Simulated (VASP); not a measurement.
Set up this calculation in VASP 6.6.1, as the native input.

```yaml
Task: relaxation of cell and atoms
Functional: PBE
Potentials_or_basis: VASP PAW PBE potentials, release 64 (Cd)
Cutoff: 500 eV
k_mesh: 16 × 16 × 16
Occupations: fermi-dirac, width 0.1 eV
Spin: no spin polarisation
Target_pressure: 20 GPa
Dipole_correction: no
Further_INCAR_settings: ALGO = Normal; EDIFF = 1e-07; IBRION = 2; EDIFFG = -0.03; NSW = 60; ISIF = 3
```

The structure of Cd lies in POSCAR:

```
Cd
1.0
   -1.7550000000      1.7550000000      1.7550000000
    1.7550000000     -1.7550000000      1.7550000000
    1.7550000000      1.7550000000     -1.7550000000
Cd
1
Direct
    0.0000000000      0.0000000000      0.0000000000
```

This isn't the form of Cd at room conditions, which is hcp.

The input as run:

INCAR

```
SYSTEM = Cd
PREC = Accurate
ENCUT = 500
EDIFF = 1E-7
ISMEAR = -1
SIGMA = 0.1
LREAL = .False.
LASPH = .True.
NELM = 120
ALGO = Normal
ISIF = 3
LWAVE = .False.
LCHARG = .False.
GGA = PE
IBRION = 2
NSW = 60
EDIFFG = -0.03
PSTRESS = 200.0
GGA_COMPAT = .False.
NELMIN = 4
```

KPOINTS

```
regular mesh
0
Gamma
  16 16 16
  0 0 0
```

Potentials or basis: VASP PAW PBE potentials, release 64 (Cd).

Command:

```sh
$ cat potpaw_PBE.64/Cd/POTCAR > POTCAR
$ mpirun -np 1 vasp_std > vasp.out
```

Results of the run:

```yaml
Relaxed_volume: 18.27 Å³/atom
Relaxed_cell: a = 2.874 Å, b = 2.874 Å, c = 2.874 Å, α = 109.47°, β = 109.47°, γ = 109.47°
Space_group_after_relaxing_to_0.1_Å: Im-3m (No. 229)
Energy_change_on_relaxing_the_run_minimises_the_enthalpy: +223.2 meV/atom
Ionic_steps: 4
Pressure_after_relaxing: 19.8 GPa
Band_gap_on_the_k_mesh: zero (bands 6 and 7 overlap by 4.12 eV)
```

Caveat: the cell is relaxed towards a set pressure, so the run minimises the enthalpy, not the energy; the volume moved by over 15 % at a fixed basis, so the end points are rough.

Wall time 32 s on 1 thread of Intel(R) Xeon(R) 6975P-C (Granite Rapids) (shared host), peak memory 0.16 GiB.
